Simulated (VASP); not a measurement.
# SrTiO3 (Pm-3m) in VASP: single point with r2SCAN+U

Aim: the single point of SrTiO3 with r2SCAN+U.

Everything below comes from runs of VASP 6.6.1. Logs are shortened: lines on timing, memory, paths and dates and some standing lists are left out, and cuts for length are marked.

## (1) The cell of the first run

It takes space group Pm-3m (No. 221, cubic). Conventional cell: a = 3.658 Å, b = 3.658 Å, c = 3.658 Å, α = 90.00°, β = 90.00°, γ = 90.00°. Sr (site symmetry m-3m) has 12 O at 2.59 Å and 8 Ti at 3.17 Å within 3.4 Å. Ti (site symmetry m-3m) has 6 O at 1.83 Å within 2.4 Å. Within 2.4 Å of O (site symmetry 4/mmm) lie 2 Ti at 1.83 Å.

## (2) Single point, r2SCAN+U

Contents of POSCAR:

```
SrTiO3
1.0
    3.6576949929      0.0000000000      0.0000000000
    0.0000000000      3.6576949929      0.0000000000
    0.0000000000      0.0000000000      3.6576949929
Sr Ti O
1 1 3
Direct
    0.0000000000      0.0000000000      0.0000000000
    0.5000000000      0.5000000000      0.5000000000
    0.5000000000      0.0000000000      0.5000000000
    0.5000000000      0.5000000000      0.0000000000
    0.0000000000      0.5000000000      0.5000000000
```

Contents of INCAR.step1:

```
PREC = Accurate
ENCUT = 1480
ISMEAR = 0
SIGMA = 0.02
LREAL = False
LASPH = True
NELM = 200
LMAXMIX = 4
LDAU = True
LDAUTYPE = 2
LDAUL = -1 2 -1
LDAUU = 0 4 0
LDAUJ = 0 0 0
NBANDS = 28
GGA = PE
ALGO = Normal
EDIFF = 1E-5
LWAVE = True
LCHARG = False
GGA_COMPAT = False
```

Contents of INCAR.step2:

```
PREC = Accurate
ENCUT = 1480
EDIFF = 1E-6
ISMEAR = 0
SIGMA = 0.02
LREAL = False
LASPH = True
NELM = 200
ALGO = Normal
ISIF = 2
LWAVE = False
LCHARG = False
LMAXMIX = 4
LDAU = True
LDAUTYPE = 2
LDAUL = -1 2 -1
LDAUU = 0 4 0
LDAUJ = 0 0 0
LDAUPRINT = 1
METAGGA = R2SCAN
LMIXTAU = True
NBANDS = 28
ISTART = 1
GGA_COMPAT = False
```

Contents of KPOINTS:

```
Automatic mesh
0
Gamma
  6 6 6
```

Potentials or basis: VASP PAW PBE potentials, release 64 (Sr_sv, Ti_sv, O_h).

Run with:

```
$ cat potpaw_PBE.64/Sr_sv/POTCAR potpaw_PBE.64/Ti_sv/POTCAR potpaw_PBE.64/O_h/POTCAR > POTCAR
$ cp INCAR.step1 INCAR
$ mpirun -np 1 vasp_std > vasp.out
$ cp INCAR.step2 INCAR
$ mpirun -np 1 vasp_std > vasp.out
```

OUTCAR:

```text
PREC = Accurate
   ENCUT = 1480
   EDIFF = 1E-6
   ISMEAR = 0
   LREAL = False
   LASPH = True
   NELM = 200
   ISIF = 2
   METAGGA = R2SCAN
   ISTART = 1

 ion  position               nearest neighbor table
   1  0.000  0.000  0.000-   3 2.59   4 2.59   5 2.59   3 2.59   5 2.59   4 2.59   5 2.59   5 2.59
                             3 2.59   4 2.59   3 2.59   4 2.59   2 3.17   2 3.17   2 3.17   2 3.17
   2  0.500  0.500  0.500-   3 1.83   4 1.83   5 1.83   4 1.83   3 1.83   5 1.83   1 3.17   1 3.17
                             1 3.17   1 3.17   1 3.17   1 3.17   1 3.17   1 3.17
   3  0.500  0.000  0.500-   2 1.83   2 1.83   1 2.59   1 2.59   1 2.59   1 2.59
   4  0.500  0.500  0.000-   2 1.83   2 1.83   1 2.59   1 2.59   1 2.59   1 2.59
   5  0.000  0.500  0.500-   2 1.83   2 1.83   1 2.59   1 2.59   1 2.59   1 2.59

  LATTYP: Found a simple cubic cell.
 ALAT       =     3.6576949929

  Lattice vectors:

 A1 = (   3.6576949929,   0.0000000000,   0.0000000000)
 A2 = (   0.0000000000,   3.6576949929,   0.0000000000)
 A3 = (   0.0000000000,   0.0000000000,   3.6576949929)

Analysis of symmetry for initial positions (statically):
=====================================================================
 Subroutine PRICEL returns:
 Original cell was already a primitive cell.

 Routine SETGRP: Setting up the symmetry group for a
 simple cubic supercell.

 Subroutine GETGRP returns: Found 48 space group operations
 (whereof 48 operations were pure point group operations)
 out of a pool of 48 trial point group operations.

The static configuration has the point symmetry O_h .

Analysis of symmetry for dynamics (positions and initial velocities):
=====================================================================
 Subroutine PRICEL returns:
 Original cell was already a primitive cell.

 Routine SETGRP: Setting up the symmetry group for a
 simple cubic supercell.

 Subroutine GETGRP returns: Found 48 space group operations
 (whereof 48 operations were pure point group operations)
 out of a pool of 48 trial point group operations.

The dynamic configuration has the point symmetry O_h .

 Subroutine INISYM returns: Found 48 space group operations
 (whereof 48 operations are pure point group operations),
 and found     1 'primitive' translations

----------------------------------------------------------------------------------------

                                     Primitive cell

  volume of cell :      48.9353

  direct lattice vectors                    reciprocal lattice vectors
     3.657694993  0.000000000  0.000000000     0.273396224  0.000000000  0.000000000
     0.000000000  3.657694993  0.000000000     0.000000000  0.273396224  0.000000000
     0.000000000  0.000000000  3.657694993     0.000000000  0.000000000  0.273396224

  length of vectors
     3.657694993  3.657694993  3.657694993     0.273396224  0.273396224  0.273396224

  position of ions in fractional coordinates (direct lattice)
     0.000000000  0.000000000  0.000000000
     0.500000000  0.500000000  0.500000000
     0.500000000  0.000000000  0.500000000
     0.500000000  0.500000000  0.000000000
     0.000000000  0.500000000  0.500000000

  ion indices of the primitive-cell ions
   primitive index   ion index
                 1           1
                 2           2
                 3           3
                 4           4
                 5           5

----------------------------------------------------------------------------------------

 KPOINTS: Automatic mesh

Automatic generation of k-mesh.
 Grid dimensions read from file:
 generate k-points for:    6    6    6

 Generating k-lattice:

  Cartesian coordinates                     Fractional coordinates (reciprocal lattice)
     0.045566037  0.000000000  0.000000000     0.166666667  0.000000000  0.000000000
     0.000000000  0.045566037  0.000000000     0.000000000  0.166666667  0.000000000
     0.000000000  0.000000000  0.045566037     0.000000000  0.000000000  0.166666667

  Length of vectors
     0.045566037  0.045566037  0.045566037

  Shift w.r.t. Gamma in fractional coordinates (k-lattice)
     0.000000000  0.000000000  0.000000000

 Subroutine IBZKPT returns following result:
 ===========================================

 Found     20 irreducible k-points:

 Following reciprocal coordinates:
            Coordinates               Weight
  0.000000  0.000000  0.000000      1.000000
  0.166667  0.000000  0.000000      6.000000
  0.333333  0.000000  0.000000      6.000000
  0.500000  0.000000  0.000000      3.000000
  0.166667  0.166667  0.000000     12.000000
  0.333333  0.166667  0.000000     24.000000
[... 12 lines left out ...]
  0.500000  0.500000  0.333333      6.000000
  0.500000  0.500000  0.500000      1.000000
   k-points           NKPTS =     20   k-points in BZ     NKDIM =     20   number of bands    NBANDS=     28
   number of dos      NEDOS =    301   number of ions     NIONS =      5
   total plane-waves  NPLWV = 110592
   dimension x,y,z NGX =    48 NGY =   48 NGZ =   48
   dimension x,y,z NGXF=    96 NGYF=   96 NGZF=   96
   ions per type =               1   1   3
   NGX,Y,Z   is equivalent  to a cutoff of  21.82, 21.82, 21.82 a.u.
   NGXF,Y,Z  is equivalent  to a cutoff of  43.63, 43.63, 43.63 a.u.
 SYSTEM =  unknown system
   PREC   = accura    normal or accurate (medium, high low for compatibility)
   ISTART =      1    job   : 0-new  1-cont  2-samecut
   ICHARG =      0    charge: 1-file 2-atom 10-const
   ISPIN  =      1    spin polarized calculation?
   LNONCOLLINEAR =      F non collinear calculations
   LSORBIT =      F    spin-orbit coupling
   LASPH  =      T    aspherical Exc in radial PAW
   ENCUT  = 1480.0 eV 108.78 Ry   10.43 a.u.  11.47 11.47 11.47*2*pi/ulx,y,z
   NELM   =    200;   NELMIN=  2; NELMDL=  0     # of ELM steps
   EDIFF  = 0.1E-05   stopping-criterion for ELM
   LREAL  =      F    real-space projection
   EDIFFG = 0.1E-04   stopping-criterion for IOM
   NSW    =      0    number of steps for IOM
   IBRION =     -1    ionic relax: 0-MD 1-quasi-New 2-CG
   NFREE  =      0    steps in history (QN), initial steepest desc. (CG)
   ISIF   =      2    stress and relaxation
   ISYM   =      2    0-nonsym 1-usesym 2-fastsym
   POTIM  = 0.5000    time-step for ionic-motion
   TEBEG  =    0.0;   TEEND  =   0.0 temperature during run
   PSTRESS=    0.0 pullay stress
   NELECT =      40.0000    total number of electrons
   NUPDOWN=      -1.0000    fix difference up-down
   EMIN   =  10.00;   EMAX   =-10.00  energy-range for DOS
   EFERMI =   0.00;   METHOD = LEGACY
   ISMEAR =     0;   SIGMA  =   0.02  broadening in eV -4-tet -1-fermi 0-gaus
   EFERMI_NEDOS =   21; number of points for ismear=-14 and -15
   IALGO  =     38    algorithm
   IMIX   =      4    mixing-type and parameters
     AMIX     =   0.40;   BMIX     =  1.00
     AMIX_MAG =   1.60;   BMIX_MAG =  1.00
  volume/ion in A,a.u.               =       9.79        66.05
  Fermi-wavevector in a.u.,A,eV,Ry     =   1.530690  2.892585 31.878626  2.343013
  Thomas-Fermi vector in A             =   2.638138
   LORBIT       =      0    0 simple, 1 ext, 2 COOP (PROOUT), +10 PAW based schemes
 LDA+U is selected, type is set to LDAUTYPE =  2
   angular momentum for each species LDAUL =    -1    2   -1
   U (eV)           for each species LDAUU =   0.0  4.0  0.0
   J (eV)           for each species LDAUJ =   0.0  0.0  0.0
   METAGGA = R2SCAN    functional components
   LHFCALC =     F    Hartree Fock is set to
   AEXX    =    0.0000 exact exchange contribution
   IVDW    =     0    specifies the selected vdW correction
   LEPSILON=     F    determine dielectric tensor
   LRPA    =     F    only Hartree local field effects (RPA)
 non-spin polarized calculation
 Gauss-broadening in eV      SIGMA  =   0.02
  energy-cutoff  :     1480.00
  volume of cell :       48.94
 maximum number of plane-waves:      6382
 NGX is ok and might be reduce to    48
   NGX = 23   NGY = 23   NGZ = 23

atom =   2  type =  2  l = 2

 onsite density matrix

spin component  1

  0.1101 -0.0000  0.0000 -0.0000 -0.0000
 -0.0000  0.1101 -0.0000  0.0000  0.0000
  0.0000 -0.0000  0.3109  0.0000  0.0000
 -0.0000  0.0000  0.0000  0.1101  0.0000
 -0.0000  0.0000  0.0000  0.0000  0.3109

spin component  2

  0.1101 -0.0000  0.0000 -0.0000 -0.0000
 -0.0000  0.1101 -0.0000  0.0000  0.0000
  0.0000 -0.0000  0.3109  0.0000  0.0000
 -0.0000  0.0000  0.0000  0.1101  0.0000
 -0.0000  0.0000  0.0000  0.0000  0.3109

 occupancies and eigenvectors

  o =  0.1101  v =  1.0000  0.0000  0.0000  0.0000  0.0000  0.0000  0.0000  0.0000  0.0000  0.0000      0.0000  0.0000  0.0000  0.0000  0.0000  0.0000  0.0000  0.0000  0.0000  0.0000
  o =  0.1101  v =  0.0000  0.0000  0.0000  0.0000  0.0000  1.0000  0.0000  0.0000  0.0000  0.0000      0.0000  0.0000  0.0000  0.0000  0.0000  0.0000  0.0000  0.0000  0.0000  0.0000
  o =  0.1101  v =  0.0000 -0.2150 -0.0000  0.9766  0.0000  0.0000  0.0000  0.0000  0.0000  0.0000      0.0000  0.0000  0.0000  0.0000  0.0000  0.0000  0.0000  0.0000  0.0000  0.0000
  o =  0.1101  v =  0.0000  0.0000  0.0000  0.0000  0.0000  0.0000 -0.2150 -0.0000  0.9766  0.0000      0.0000  0.0000  0.0000  0.0000  0.0000  0.0000  0.0000  0.0000  0.0000  0.0000
  o =  0.1101  v =  0.0000  0.0000  0.0000  0.0000  0.0000  0.0000 -0.9766 -0.0000 -0.2150  0.0000      0.0000  0.0000  0.0000  0.0000  0.0000  0.0000  0.0000  0.0000  0.0000  0.0000
  o =  0.1101  v =  0.0000 -0.9766 -0.0000 -0.2150  0.0000  0.0000  0.0000  0.0000  0.0000  0.0000      0.0000  0.0000  0.0000  0.0000  0.0000  0.0000  0.0000  0.0000  0.0000  0.0000
  o =  0.3109  v =  0.0000  0.0000  0.0000  0.0000  0.0000  0.0000 -0.0000  0.9993  0.0000 -0.0379      0.0000  0.0000  0.0000  0.0000  0.0000  0.0000  0.0000  0.0000  0.0000  0.0000
  o =  0.3109  v =  0.0000 -0.0000  0.9993  0.0000 -0.0379  0.0000  0.0000  0.0000  0.0000  0.0000      0.0000  0.0000  0.0000  0.0000  0.0000  0.0000  0.0000  0.0000  0.0000  0.0000
  o =  0.3109  v =  0.0000  0.0000  0.0000  0.0000  0.0000  0.0000  0.0000  0.0379  0.0000  0.9993      0.0000  0.0000  0.0000  0.0000  0.0000  0.0000  0.0000  0.0000  0.0000  0.0000
  o =  0.3109  v =  0.0000  0.0000  0.0379  0.0000  0.9993  0.0000  0.0000  0.0000  0.0000  0.0000      0.0000  0.0000  0.0000  0.0000  0.0000  0.0000  0.0000  0.0000  0.0000  0.0000

 number of electron      40.0000003 magnetization

 Free energy of the ion-electron system (eV)
  ---------------------------------------------------
  ext. energy  EPLUGINS =         0.00000000
  ---------------------------------------------------
  free energy    TOTEN  =       -58.68286108 eV

  energy without entropy =      -58.68286108  energy(sigma->0) =      -58.68286108

 E-fermi :   6.2805     XC(G=0): -13.1054

 val. band max:        6.1878961777   @ k =   0.5000   0.5000   0.5000
 cond. band min:       9.5161148030   @ k =   0.0000   0.0000   0.0000
 fundamental gap:      3.3282186253
 Fermi energy:         6.2805255596

 k-point     1 :       0.0000    0.0000    0.0000
  band No.  band energies     occupation
      1     -52.3767      2.00000
      2     -27.7109      2.00000
      3     -27.7109      2.00000
      4     -27.7109      2.00000
      5     -27.1450      2.00000
      6     -12.9909      2.00000
[... 20 lines left out ...]
     27      12.7402      0.00000
     28      15.3344      0.00000

 k-point     2 :       0.1667    0.0000    0.0000
  band No.  band energies     occupation
      1     -52.3755      2.00000
      2     -27.7812      2.00000
      3     -27.7089      2.00000
      4     -27.7089      2.00000
      5     -27.1029      2.00000
      6     -13.0325      2.00000
[... 550 lines left out ...]
 k-point    20 :       0.5000    0.5000    0.5000
  band No.  band energies     occupation
      1     -52.3631      2.00000
      2     -27.8756      2.00000
      3     -27.8756      2.00000
      4     -27.8756      2.00000
      5     -26.9841      2.00000
      6     -11.0975      2.00000
[... 20 lines left out ...]
     27      17.6292      0.00000
     28      17.6292      0.00000

------------------------ aborting loop because EDIFF is reached ----------------------------------------

  FORCE on cell =-STRESS in cart. coord.  units (eV):
  Direction    XX          YY          ZZ          XY          YZ          ZX
  --------------------------------------------------------------------------------------
  -------------------------------------------------------------------------------------
  Total       20.0360213     20.0360213     20.0360213      0.0000000      0.0000000     -0.0000000
  in kB      655.9936030    655.9936030    655.9936030      0.0000000      0.0000000     -0.0000000
  external PRESSURE =     655.9936030 kB  Pullay stress =       0.0000000 kB

 VOLUME and BASIS-vectors are now :
 -----------------------------------------------------------------------------
  energy-cutoff  :     1480.00
  volume of cell :       48.94
      direct lattice vectors                 reciprocal lattice vectors
     3.657694993  0.000000000  0.000000000     0.273396224  0.000000000  0.000000000
     0.000000000  3.657694993  0.000000000     0.000000000  0.273396224  0.000000000
     0.000000000  0.000000000  3.657694993     0.000000000  0.000000000  0.273396224

 POSITION                                       TOTAL-FORCE (eV/Angst)
 -----------------------------------------------------------------------------------
      0.00000      0.00000      0.00000         0.000000      0.000000      0.000000
      1.82885      1.82885      1.82885         0.000000      0.000000      0.000000
      1.82885      0.00000      1.82885         0.000000      0.000000      0.000000
      1.82885      1.82885      0.00000         0.000000      0.000000      0.000000
      0.00000      1.82885      1.82885         0.000000      0.000000      0.000000
 -----------------------------------------------------------------------------------
    total drift:                                0.000000     -0.000000     -0.000000

  FREE ENERGIE OF THE ION-ELECTRON SYSTEM (eV)
  ---------------------------------------------------
  free  energy   TOTEN  =       -58.6828610784 eV

  energy  without entropy=      -58.6828610784  energy(sigma->0) =      -58.68286108
```

Run time: 3.9 min. Hardware: 1 thread of Intel Xeon 6975P-C (Granite Rapids), shared host; peak memory 0.46 GiB.

Results:

| Property | Result |
| --- | --- |
| Free energy | -58.6829 eV |
| Pressure | 65.6 GPa |
| Band gap on the k mesh | 3.33 eV (least direct gap 3.58 eV) |

Eigenvalues of the final occupation matrices:
| site | spin | trace | eigenvalues |
| --- | --- | --- | --- |
| site 2 d | 1 | 0.95 | 0.11 0.11 0.11 0.31 0.31 |
| site 2 d | 2 | 0.95 | 0.11 0.11 0.11 0.31 0.31 |

Caveat: the cell stands under pressure; the PAW data sets were made with another functional, which shifts forces and pressure a little.
